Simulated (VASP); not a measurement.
# BaTe (Fm-3m) in VASP: settings compared, part 2 of 2

VASP 6.6.1. Earlier steps stand in the parts before.

### 3 Single point, LDA (volume scaled by 0.94)

Contents of INCAR:

```
PREC = Accurate ; ENCUT = 520
EDIFF = 1E-6 ; ISMEAR = -1
SIGMA = 0.05 ; LREAL = False
LASPH = True ; NELM = 60
ALGO = Normal ; ISIF = 2
LWAVE = False ; LCHARG = True
LELF = True ; LVHAR = True
NBANDS = 15
```

Contents of KPOINTS:

```
regular mesh
0
Gamma
  7 7 7
```

Contents of POSCAR:

```
BaTe
1.0
    0.0000000000      3.3403886307      3.3403886307
    3.3403886307      0.0000000000      3.3403886307
    3.3403886307      3.3403886307      0.0000000000
Ba Te
1 1
Direct
    0.0000000000      0.0000000000      0.0000000000
    0.5000000000      0.5000000000      0.5000000000
```

Potentials or basis: VASP PAW LDA potentials, release 64 (Ba_sv, Te).

Run with:

```console
$ cat potpaw_LDA.64/Ba_sv/POTCAR potpaw_LDA.64/Te/POTCAR > POTCAR
$ mpirun -np 1 vasp_std > vasp.out
```

OUTCAR:

```text
PREC = Accurate
   ENCUT = 520
   EDIFF = 1E-6
   ISMEAR = -1
   LREAL = False
   LASPH = True
   NELM = 60
   ISIF = 2

 ion  position               nearest neighbor table
   1  0.000  0.000  0.000-   2 3.34   2 3.34   2 3.34   2 3.34   2 3.34   2 3.34
   2  0.500  0.500  0.500-   1 3.34   1 3.34   1 3.34   1 3.34   1 3.34   1 3.34

  LATTYP: Found a face centered cubic cell.
 ALAT       =     6.6807772614

  Lattice vectors:

 A1 = (   0.0000000000,   3.3403886307,   3.3403886307)
 A2 = (   3.3403886307,   0.0000000000,   3.3403886307)
 A3 = (   3.3403886307,   3.3403886307,   0.0000000000)

Analysis of symmetry for initial positions (statically):
=====================================================================
 Subroutine PRICEL returns:
 Original cell was already a primitive cell.

 Routine SETGRP: Setting up the symmetry group for a
 face centered cubic supercell.

 Subroutine GETGRP returns: Found 48 space group operations
 (whereof 48 operations were pure point group operations)
 out of a pool of 48 trial point group operations.

The static configuration has the point symmetry O_h .

Analysis of symmetry for dynamics (positions and initial velocities):
=====================================================================
 Subroutine PRICEL returns:
 Original cell was already a primitive cell.

 Routine SETGRP: Setting up the symmetry group for a
 face centered cubic supercell.

 Subroutine GETGRP returns: Found 48 space group operations
 (whereof 48 operations were pure point group operations)
 out of a pool of 48 trial point group operations.

The dynamic configuration has the point symmetry O_h .

 Subroutine INISYM returns: Found 48 space group operations
 (whereof 48 operations are pure point group operations),
 and found     1 'primitive' translations

----------------------------------------------------------------------------------------

                                     Primitive cell

  volume of cell :      74.5454

  direct lattice vectors                    reciprocal lattice vectors
     0.000000000  3.340388631  3.340388631    -0.149683182  0.149683182  0.149683182
     3.340388631  0.000000000  3.340388631     0.149683182 -0.149683182  0.149683182
     3.340388631  3.340388631  0.000000000     0.149683182  0.149683182 -0.149683182

  length of vectors
     4.724022905  4.724022905  4.724022905     0.259258877  0.259258877  0.259258877

  position of ions in fractional coordinates (direct lattice)
[... 8 lines left out ...]
----------------------------------------------------------------------------------------

 KPOINTS: regular mesh

Automatic generation of k-mesh.
 Grid dimensions read from file:
 generate k-points for:    7    7    7

 Generating k-lattice:

  Cartesian coordinates                     Fractional coordinates (reciprocal lattice)
    -0.021383312  0.021383312  0.021383312     0.142857143  0.000000000  0.000000000
     0.021383312 -0.021383312  0.021383312     0.000000000  0.142857143  0.000000000
     0.021383312  0.021383312 -0.021383312     0.000000000  0.000000000  0.142857143

  Length of vectors
     0.037036982  0.037036982  0.037036982

  Shift w.r.t. Gamma in fractional coordinates (k-lattice)
     0.000000000  0.000000000  0.000000000

 Subroutine IBZKPT returns following result:
 ===========================================

 Found     20 irreducible k-points:

 Following reciprocal coordinates:
            Coordinates               Weight
  0.000000  0.000000  0.000000      1.000000
  0.142857  0.000000  0.000000      8.000000
  0.285714  0.000000  0.000000      8.000000
  0.428571  0.000000  0.000000      8.000000
  0.142857  0.142857  0.000000      6.000000
  0.285714  0.142857  0.000000     24.000000
[... 12 lines left out ...]
 -0.428571  0.428571  0.142857     24.000000
 -0.285714  0.428571  0.142857     24.000000
   k-points           NKPTS =     20   k-points in BZ     NKDIM =     20   number of bands    NBANDS=     15
   number of dos      NEDOS =    301   number of ions     NIONS =      2
   total plane-waves  NPLWV =  46656
   dimension x,y,z NGX =    36 NGY =   36 NGZ =   36
   dimension x,y,z NGXF=    72 NGYF=   72 NGZF=   72
   ions per type =               1   1
   NGX,Y,Z   is equivalent  to a cutoff of  12.67, 12.67, 12.67 a.u.
   NGXF,Y,Z  is equivalent  to a cutoff of  25.34, 25.34, 25.34 a.u.
 SYSTEM =  unknown system
   PREC   = accura    normal or accurate (medium, high low for compatibility)
   ISTART =      0    job   : 0-new  1-cont  2-samecut
   ICHARG =      2    charge: 1-file 2-atom 10-const
   ISPIN  =      1    spin polarized calculation?
   LNONCOLLINEAR =      F non collinear calculations
   LSORBIT =      F    spin-orbit coupling
   LASPH  =      T    aspherical Exc in radial PAW
   ENCUT  =  520.0 eV  38.22 Ry    6.18 a.u.   8.78  8.78  8.78*2*pi/ulx,y,z
   NELM   =     60;   NELMIN=  2; NELMDL= -5     # of ELM steps
   EDIFF  = 0.1E-05   stopping-criterion for ELM
   LREAL  =      F    real-space projection
[... 7 lines left out ...]
   TEBEG  =    0.0;   TEEND  =   0.0 temperature during run
   PSTRESS=    0.0 pullay stress
   NELECT =      16.0000    total number of electrons
   NUPDOWN=      -1.0000    fix difference up-down
   EMIN   =  10.00;   EMAX   =-10.00  energy-range for DOS
   EFERMI =   0.00;   METHOD = LEGACY
   ISMEAR =    -1;   SIGMA  =   0.05  broadening in eV -4-tet -1-fermi 0-gaus
   EFERMI_NEDOS =   21; number of points for ismear=-14 and -15
   IALGO  =     38    algorithm
   IMIX   =      4    mixing-type and parameters
     AMIX     =   0.40;   BMIX     =  1.00
     AMIX_MAG =   1.60;   BMIX_MAG =  1.00
  volume/ion in A,a.u.               =      37.27       251.53
  Fermi-wavevector in a.u.,A,eV,Ry     =   0.980184  1.852280 13.071956  0.960762
  Thomas-Fermi vector in A             =   2.111095
   LORBIT       =      0    0 simple, 1 ext, 2 COOP (PROOUT), +10 PAW based schemes
   GGA     = CA    functional components
   LHFCALC =     F    Hartree Fock is set to
   AEXX    =    0.0000 exact exchange contribution
   IVDW    =     0    specifies the selected vdW correction
   LEPSILON=     F    determine dielectric tensor
   LRPA    =     F    only Hartree local field effects (RPA)
 non-spin polarized calculation
  energy-cutoff  :      520.00
  volume of cell :       74.55
 maximum number of plane-waves:      2017
   NGX = 17   NGY = 17   NGZ = 17

 number of electron      16.0000000 magnetization

 Free energy of the ion-electron system (eV)
  ---------------------------------------------------
  ext. energy  EPLUGINS =         0.00000000
  ---------------------------------------------------
  free energy    TOTEN  =        -9.52476239 eV

  energy without entropy =       -9.52476181  energy(sigma->0) =       -9.52476210

 E-fermi :   3.5886     XC(G=0):  -9.1012

 val. band max:        3.0597156085   @ k =   0.0000   0.0000   0.0000
 cond. band min:       4.1484260691   @ k =   0.4286   0.4286   0.0000
 fundamental gap:      1.0887104606
 Fermi energy:         3.5886188112

 k-point     1 :       0.0000    0.0000    0.0000
  band No.  band energies     occupation
      1     -23.5781      2.00000
      2      -8.7848      2.00000
      3      -8.7848      2.00000
      4      -8.7848      2.00000
      5      -6.8883      2.00000
      6       3.0597      1.99995
      7       3.0597      1.99995
      8       3.0597      1.99995
      9       5.7423      0.00000
     10       5.7423      0.00000
     11       5.7423      0.00000
     12       6.3439      0.00000
     13       6.5737      0.00000
     14       6.5737      0.00000
     15       9.8719      0.00000
[... 325 lines left out ...]
 k-point    20 :      -0.2857    0.4286    0.1429
  band No.  band energies     occupation
      1     -23.5394      2.00000
      2      -9.2032      2.00000
      3      -9.0696      2.00000
      4      -8.9409      2.00000
      5      -6.2012      2.00000
      6       1.3909      2.00000
      7       1.9866      2.00000
      8       2.0185      2.00000
      9       6.0629      0.00000
     10       7.0295      0.00000
     11       8.4236      0.00000
     12       8.8415      0.00000
     13       8.9659      0.00000
     14      11.2116      0.00000
     15      11.7984      0.00000

------------------------ aborting loop because EDIFF is reached ----------------------------------------

  FORCE on cell =-STRESS in cart. coord.  units (eV):
  Direction    XX          YY          ZZ          XY          YZ          ZX
  --------------------------------------------------------------------------------------
  -------------------------------------------------------------------------------------
  Total        1.9061085      1.9061085      1.9061085     -0.0000000      0.0000000      0.0000000
  in kB       40.9672877     40.9672877     40.9672877     -0.0000000      0.0000000      0.0000000
  external PRESSURE =      40.9672877 kB  Pullay stress =       0.0000000 kB

 VOLUME and BASIS-vectors are now :
 -----------------------------------------------------------------------------
  energy-cutoff  :      520.00
  volume of cell :       74.55
      direct lattice vectors                 reciprocal lattice vectors
     0.000000000  3.340388631  3.340388631    -0.149683182  0.149683182  0.149683182
     3.340388631  0.000000000  3.340388631     0.149683182 -0.149683182  0.149683182
     3.340388631  3.340388631  0.000000000     0.149683182  0.149683182 -0.149683182

 POSITION                                       TOTAL-FORCE (eV/Angst)
 -----------------------------------------------------------------------------------
      0.00000      0.00000      0.00000         0.000000     -0.000000      0.000000
      3.34039      3.34039      3.34039        -0.000000      0.000000     -0.000000
 -----------------------------------------------------------------------------------
    total drift:                                0.000000      0.000000      0.000000

  FREE ENERGIE OF THE ION-ELECTRON SYSTEM (eV)
  ---------------------------------------------------
  free  energy   TOTEN  =        -9.5247623874 eV

  energy  without entropy=       -9.5247618086  energy(sigma->0) =       -9.52476210
```

OSZICAR:

```text
N       E                     dE             d eps       ncg     rms          rms(c)
DAV:   1     0.836722354698E+02    0.83672E+02   -0.65839E+03   600   0.928E+02
DAV:   2    -0.431498129965E+01   -0.87987E+02   -0.79735E+02   790   0.156E+02
DAV:   3    -0.951066917230E+01   -0.51957E+01   -0.51460E+01   800   0.407E+01
DAV:   4    -0.966961560716E+01   -0.15895E+00   -0.15889E+00   822   0.723E+00
DAV:   5    -0.967179003727E+01   -0.21744E-02   -0.21744E-02   817   0.725E-01    0.474E+00
DAV:   6    -0.955011261895E+01    0.12168E+00   -0.10378E-01   691   0.167E+00    0.305E+00
DAV:   7    -0.952603501445E+01    0.24078E-01   -0.78458E-02   719   0.147E+00    0.712E-01
DAV:   8    -0.952470417523E+01    0.13308E-02   -0.98303E-03   691   0.557E-01    0.170E-01
DAV:   9    -0.952474571405E+01   -0.41539E-04   -0.40244E-04   712   0.141E-01    0.530E-02
DAV:  10    -0.952476030147E+01   -0.14587E-04   -0.25661E-05   789   0.314E-02    0.168E-02
DAV:  11    -0.952476284683E+01   -0.25454E-05   -0.15886E-05   761   0.212E-02    0.150E-02
DAV:  12    -0.952476238742E+01    0.45941E-06   -0.16640E-06   663   0.750E-03
   1 F= -.95247624E+01 E0= -.95247621E+01  d E =-.578810E-06
```

stdout:

```text
POSCAR found type information on POSCAR BaTe
 POSCAR found :  2 types and       2 ions
 scaLAPACK will be used
 LDA part: xc-table for (Slater(with rela. corr.)+CA(PZ))
 , standard interpolation
 POSCAR, INCAR and KPOINTS ok, starting setup
 FFT: planning ... GRIDC
 FFT: planning ... GRID_SOFT
 FFT: planning ... GRID
 WAVECAR not read
 entering main loop
```

Run time: 38 s. Hardware: 1 thread of Intel Xeon 8259CL, shared host; peak memory 0.18 GiB.

What came out:

```yaml
Free_energy: -9.5248 eV
Pressure: 4.1 GPa
Band_gap_on_the_k_mesh: 1.09 eV, indirect (least direct gap 1.46 eV)
```

Levels at points of the mesh, in eV from the valence-band top:
```csv
k point,band 4,band 5,band 6,band 7,band 8,band 9,band 10,band 11,band 12,band 13
"(0.00, 0.00, 0.00)",-11.84,-9.95,0.00,0.00,0.00,2.68,2.68,2.68,3.28,3.51
```

Caveat: spin-orbit coupling is left out, which moves the levels of the heavy elements.
